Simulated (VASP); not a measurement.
# Sn (Fddd) in VASP: single point with PBEsol

Aim: the single point of Sn with PBEsol.

Program: VASP 6.6.1. These are calculated values, not measurements. Logs are shortened: lines on timing, memory, paths and dates and some standing lists are left out, and cuts for length are marked.

## 1. The cell of the first run

The structure is orthorhombic, space group Fddd (No. 70). Conventional cell: a = 6.296 Å, b = 6.491 Å, c = 6.686 Å, α = 90.00°, β = 90.00°, γ = 90.00°. Sn (site symmetry 222) has 4 Sn at 2.81 Å within 3.7 Å.

## 2. Single point, PBEsol (strain +0.0300 x Voigt [1, -1, 0, 0, 0, 0])

File INCAR:

```
SYSTEM = Sn
PREC     = Accurate       ! precision mode
ENCUT    = 520            ! plane-wave cutoff, eV
EDIFF    = 1E-6           ! SCF threshold, eV
ISMEAR   = 0              ! smearing method
SIGMA    = 0.15           ! smearing width, eV
LREAL    = .FALSE.        ! projectors in reciprocal space
LASPH    = .TRUE.         ! aspherical terms in the spheres
NELM     = 60             ! most SCF steps
ALGO     = Fast           ! electronic algorithm
ISIF     = 2              ! what is computed and relaxed
LWAVE    = .FALSE.        ! write WAVECAR
LCHARG   = .TRUE.         ! write CHGCAR
GGA      = PS             ! functional
LELF     = .TRUE.         ! ELF
LVHAR    = .TRUE.       
NBANDS   = 21             ! bands
```

File KPOINTS:

```
regular mesh
0
G
  12 12 12
  0 0 0
```

File POSCAR:

```
Sn
1.0
    0.0000000000      3.1482320000      3.2456000000
    3.3429680000      0.0000000000      3.2456000000
    3.3429680000      3.1482320000      0.0000000000
Sn
2
Direct
    0.5000000000      0.5000000000      0.5000000000
    0.7500000000      0.7500000000      0.7500000000
```

Potentials or basis: VASP PAW PBE potentials, release 64 (Sn_d).

Started as:

```bash
> cat potpaw_PBE.64/Sn_d/POTCAR > POTCAR
> mpirun -np 1 vasp_std > vasp.out
```

OUTCAR:

```text
SYSTEM = Sn
   PREC = Accurate
   ENCUT = 520
   EDIFF = 1E-6
   ISMEAR = 0
   LREAL = .FALSE.
   LASPH = .TRUE.
   NELM = 60
   ISIF = 2
   GGA = PS

 ion  position               nearest neighbor table
   1  0.500  0.500  0.500-   2 2.81   2 2.81   2 2.81   2 2.81
   2  0.750  0.750  0.750-   1 2.81   1 2.81   1 2.81   1 2.81

  LATTYP: Found a face centered orthorhombic cell.
 ALAT       =     6.2964640000
 B/A-ratio  =     1.0309278351
 C/A-ratio  =     1.0618556701

  Lattice vectors:

 A1 = (  -3.3429680000,   0.0000000000,  -3.2456000000)
 A2 = (  -3.3429680000,   3.1482320000,   0.0000000000)
 A3 = (   0.0000000000,   3.1482320000,  -3.2456000000)

Analysis of symmetry for initial positions (statically):
=====================================================================
 Subroutine PRICEL returns:
 Original cell was already a primitive cell.

 Routine SETGRP: Setting up the symmetry group for a
 face centered orthorhombic supercell.

 Subroutine GETGRP returns: Found  8 space group operations
 (whereof  4 operations were pure point group operations)
 out of a pool of  8 trial point group operations.

The static configuration has the point symmetry D_2 .
 The point group associated with its full space group is D_2h.

Analysis of symmetry for dynamics (positions and initial velocities):
=====================================================================
 Subroutine PRICEL returns:
 Original cell was already a primitive cell.

 Routine SETGRP: Setting up the symmetry group for a
 face centered orthorhombic supercell.

 Subroutine GETGRP returns: Found  8 space group operations
 (whereof  4 operations were pure point group operations)
 out of a pool of  8 trial point group operations.

The dynamic configuration has the point symmetry D_2 .
 The point group associated with its full space group is D_2h.

 Subroutine INISYM returns: Found  8 space group operations
 (whereof  4 operations are pure point group operations),
 and found     1 'primitive' translations

----------------------------------------------------------------------------------------

                                     Primitive cell

  volume of cell :      68.3162

  direct lattice vectors                    reciprocal lattice vectors
     0.000000000  3.148232000  3.245600000    -0.149567690  0.158819299  0.154054720
     3.342968000  0.000000000  3.245600000     0.149567690 -0.158819299  0.154054720
     3.342968000  3.148232000  0.000000000     0.149567690  0.158819299 -0.154054720

  length of vectors
     4.521646170  4.659329824  4.592036561     0.267071003  0.267071003  0.267071003

  position of ions in fractional coordinates (direct lattice)
     0.500000000  0.500000000  0.500000000
     0.750000000  0.750000000  0.750000000

  ion indices of the primitive-cell ions
   primitive index   ion index
                 1           1
                 2           2

----------------------------------------------------------------------------------------

 KPOINTS: regular mesh

Automatic generation of k-mesh.
 Grid dimensions read from file:
 generate k-points for:   12   12   12

 Generating k-lattice:

  Cartesian coordinates                     Fractional coordinates (reciprocal lattice)
    -0.012463974  0.013234942  0.012837893     0.083333333  0.000000000  0.000000000
     0.012463974 -0.013234942  0.012837893     0.000000000  0.083333333  0.000000000
     0.012463974  0.013234942 -0.012837893     0.000000000  0.000000000  0.083333333

  Length of vectors
     0.022255917  0.022255917  0.022255917

  Shift w.r.t. Gamma in fractional coordinates (k-lattice)
     0.000000000  0.000000000  0.000000000

 Subroutine IBZKPT returns following result:
 ===========================================

 Found    280 irreducible k-points:

 Following reciprocal coordinates:
            Coordinates               Weight
  0.000000  0.000000  0.000000      1.000000
  0.083333  0.000000  0.000000      8.000000
  0.166667  0.000000  0.000000      8.000000
  0.250000  0.000000  0.000000      8.000000
  0.333333  0.000000  0.000000      8.000000
  0.416667  0.000000  0.000000      8.000000
[... 16 lines left out ...]
  0.500000  0.166667  0.000000      8.000000
 -0.416667  0.166667 -0.000000      8.000000
 [... further k-points ...]
   k-points           NKPTS =    280   k-points in BZ     NKDIM =    280   number of bands    NBANDS=     21
   number of dos      NEDOS =    301   number of ions     NIONS =      2
   total plane-waves  NPLWV =  46656
   dimension x,y,z NGX =    36 NGY =   36 NGZ =   36
   dimension x,y,z NGXF=    72 NGYF=   72 NGZF=   72
   ions per type =               2
   NGX,Y,Z   is equivalent  to a cutoff of  13.24, 12.84, 13.03 a.u.
   NGXF,Y,Z  is equivalent  to a cutoff of  26.47, 25.69, 26.07 a.u.
 SYSTEM =  Sn
   PREC   = accura    normal or accurate (medium, high low for compatibility)
   ISTART =      0    job   : 0-new  1-cont  2-samecut
   ICHARG =      2    charge: 1-file 2-atom 10-const
   ISPIN  =      1    spin polarized calculation?
   LNONCOLLINEAR =      F non collinear calculations
   LSORBIT =      F    spin-orbit coupling
   LASPH  =      T    aspherical Exc in radial PAW
   ENCUT  =  520.0 eV  38.22 Ry    6.18 a.u.   8.41  8.66  8.54*2*pi/ulx,y,z
   NELM   =     60;   NELMIN=  2; NELMDL= -5     # of ELM steps
   EDIFF  = 0.1E-05   stopping-criterion for ELM
   LREAL  =      F    real-space projection
   EDIFFG = 0.1E-04   stopping-criterion for IOM
   NSW    =      0    number of steps for IOM
   IBRION =     -1    ionic relax: 0-MD 1-quasi-New 2-CG
   NFREE  =      0    steps in history (QN), initial steepest desc. (CG)
   ISIF   =      2    stress and relaxation
   ISYM   =      2    0-nonsym 1-usesym 2-fastsym
   POTIM  = 0.5000    time-step for ionic-motion
   TEBEG  =    0.0;   TEEND  =   0.0 temperature during run
   PSTRESS=    0.0 pullay stress
   NELECT =      28.0000    total number of electrons
   NUPDOWN=      -1.0000    fix difference up-down
   EMIN   =  10.00;   EMAX   =-10.00  energy-range for DOS
   EFERMI =   0.00;   METHOD = LEGACY
   ISMEAR =     0;   SIGMA  =   0.15  broadening in eV -4-tet -1-fermi 0-gaus
   EFERMI_NEDOS =   21; number of points for ismear=-14 and -15
   IALGO  =     68    algorithm
   IMIX   =      4    mixing-type and parameters
     AMIX     =   0.40;   BMIX     =  1.00
     AMIX_MAG =   1.60;   BMIX_MAG =  1.00
  volume/ion in A,a.u.               =      34.16       230.51
  Fermi-wavevector in a.u.,A,eV,Ry     =   1.216054  2.298009 20.120123  1.478787
  Thomas-Fermi vector in A             =   2.351421
   LORBIT       =      0    0 simple, 1 ext, 2 COOP (PROOUT), +10 PAW based schemes
   GGA     = PS    functional components
   LHFCALC =     F    Hartree Fock is set to
   AEXX    =    0.0000 exact exchange contribution
   IVDW    =     0    specifies the selected vdW correction
   LEPSILON=     F    determine dielectric tensor
   LRPA    =     F    only Hartree local field effects (RPA)
 non-spin polarized calculation
 RMM-DIIS sequential band-by-band and
 Gauss-broadening in eV      SIGMA  =   0.15
  energy-cutoff  :      520.00
  volume of cell :       68.32
 maximum number of plane-waves:      1866
 NGX is ok and might be reduce to    36
   NGX = 17   NGY = 17   NGZ = 17

 number of electron      27.9999998 magnetization

 Free energy of the ion-electron system (eV)
  ---------------------------------------------------
  ext. energy  EPLUGINS =         0.00000000
  ---------------------------------------------------
  free energy    TOTEN  =        -8.44989884 eV

  energy without entropy =       -8.44806583  energy(sigma->0) =       -8.44898233

 E-fermi :   5.5000     XC(G=0):  -9.0699

 val. band max:        5.4406801591   @ k =   0.4167   0.0000   0.0000
 cond. band min:       5.5453972580   @ k =   0.0833   0.0000   0.0000
 fundamental gap:      0.1047170988
 Fermi energy:         5.5000436550

 k-point     1 :       0.0000    0.0000    0.0000
  band No.  band energies     occupation
      1     -16.1208      2.00000
      2     -16.1077      2.00000
      3     -16.0968      2.00000
      4     -16.0521      2.00000
      5     -16.0440      2.00000
      6     -15.7560      2.00000
[... 13 lines left out ...]
     20      13.0088      0.00000
     21      13.2569      0.00000

 k-point     2 :       0.0833    0.0000    0.0000
  band No.  band energies     occupation
      1     -16.1237      2.00000
      2     -16.1108      2.00000
      3     -16.1009      2.00000
      4     -16.0435      2.00000
      5     -16.0367      2.00000
      6     -15.7628      2.00000
[... 13 lines left out ...]
     20      12.4638      0.00000
     21      13.0113      0.00000

 k-point     3 :       0.1667    0.0000    0.0000
  band No.  band energies     occupation
      1     -16.1326      2.00000
      2     -16.1181      2.00000
      3     -16.1017      2.00000
      4     -16.0264      2.00000
      5     -16.0212      2.00000
      6     -15.7774      2.00000
[... 13 lines left out ...]
     20      12.1537      0.00000
     21      12.5536      0.00000

 k-point     4 :       0.2500    0.0000    0.0000
  band No.  band energies     occupation
      1     -16.1425      2.00000
      2     -16.1257      2.00000
      3     -16.0967      2.00000
      4     -16.0094      2.00000
      5     -16.0054      2.00000
      6     -15.7917      2.00000
[... 13 lines left out ...]
     20      12.2862      0.00000
     21      12.4918      0.00000

 k-point     5 :       0.3333    0.0000    0.0000
  band No.  band energies     occupation
      1     -16.1499      2.00000
      2     -16.1306      2.00000
      3     -16.0906      2.00000
      4     -15.9969      2.00000
      5     -15.9935      2.00000
      6     -15.8021      2.00000
[... 13 lines left out ...]
     20      12.7988      0.00000
     21      12.8729      0.00000
[... 382 lines left out ...]
     20      13.0907      0.00000
     21      13.8424      0.00000

 k-point    22 :       0.4167    0.1667    0.0000
  band No.  band energies     occupation
      1     -16.1652      2.00000
      2     -16.1411      2.00000
      3     -16.0734      2.00000
      4     -15.9813      2.00000
      5     -15.9522      2.00000
      6     -15.8611      2.00000
[... 13 lines left out ...]
     20      13.6958      0.00000
     21      14.4547      0.00000

 k-point    23 :       0.5000    0.1667    0.0000
  band No.  band energies     occupation
      1     -16.1704      2.00000
      2     -16.1468      2.00000
      3     -16.0585      2.00000
      4     -15.9693      2.00000
      5     -15.9551      2.00000
      6     -15.8548      2.00000
[... 13 lines left out ...]
     20      13.9048      0.00000
     21      14.6291      0.00000

 k-point    24 :      -0.4167    0.1667   -0.0000
  band No.  band energies     occupation
      1     -16.1703      2.00000
      2     -16.1503      2.00000
      3     -16.0513      2.00000
      4     -15.9719      2.00000
      5     -15.9560      2.00000
      6     -15.8456      2.00000
[... 13 lines left out ...]
     20      13.3626      0.00000
     21      13.5728      0.00000

 [... further k-points ...]

------------------------ aborting loop because EDIFF is reached ----------------------------------------

  FORCE on cell =-STRESS in cart. coord.  units (eV):
  Direction    XX          YY          ZZ          XY          YZ          ZX
  --------------------------------------------------------------------------------------
  -------------------------------------------------------------------------------------
  Total        0.0079835      0.7735717      0.4435378      0.0000000      0.0000000      0.0000000
  in kB        0.1872311     18.1420854     10.4020093      0.0000000      0.0000000      0.0000000
  external PRESSURE =       9.5771086 kB  Pullay stress =       0.0000000 kB

 VOLUME and BASIS-vectors are now :
 -----------------------------------------------------------------------------
  energy-cutoff  :      520.00
  volume of cell :       68.32
      direct lattice vectors                 reciprocal lattice vectors
     0.000000000  3.148232000  3.245600000    -0.149567690  0.158819299  0.154054720
     3.342968000  0.000000000  3.245600000     0.149567690 -0.158819299  0.154054720
     3.342968000  3.148232000  0.000000000     0.149567690  0.158819299 -0.154054720

 POSITION                                       TOTAL-FORCE (eV/Angst)
 -----------------------------------------------------------------------------------
      3.34297      3.14823      3.24560         0.000000      0.000000      0.000000
      5.01445      4.72235      4.86840        -0.000000     -0.000000      0.000000
 -----------------------------------------------------------------------------------
    total drift:                                0.000000      0.000000      0.000000

  FREE ENERGIE OF THE ION-ELECTRON SYSTEM (eV)
  ---------------------------------------------------
  free  energy   TOTEN  =        -8.4498988414 eV

  energy  without entropy=       -8.4480658274  energy(sigma->0) =       -8.44898233
```

It took 3.9 min on 1 thread of Intel Xeon 6975P-C (Granite Rapids), shared host; peak memory 0.43 GiB.

Results:

| Quantity | Value |
| --- | --- |
| Free energy | -8.4499 eV |
| Pressure | 1.0 GPa |
| Band gap on the k mesh | zero (bands 14 and 15 overlap by 0.19 eV) |

Stress tensor (GPa, compression positive):
```
0.02 0.00 0.00
0.00 1.81 0.00
0.00 0.00 1.04
```

Caveat: the cell differs from its parent crystal (strain +0.0300 x Voigt [1, -1, 0, 0, 0, 0]); the PAW data sets were made with another functional, which shifts forces and pressure a little; spin-orbit coupling is left out, which moves the levels of the heavy elements.

The gap in the log of VASP goes by the Fermi energy; the results here count the filled bands.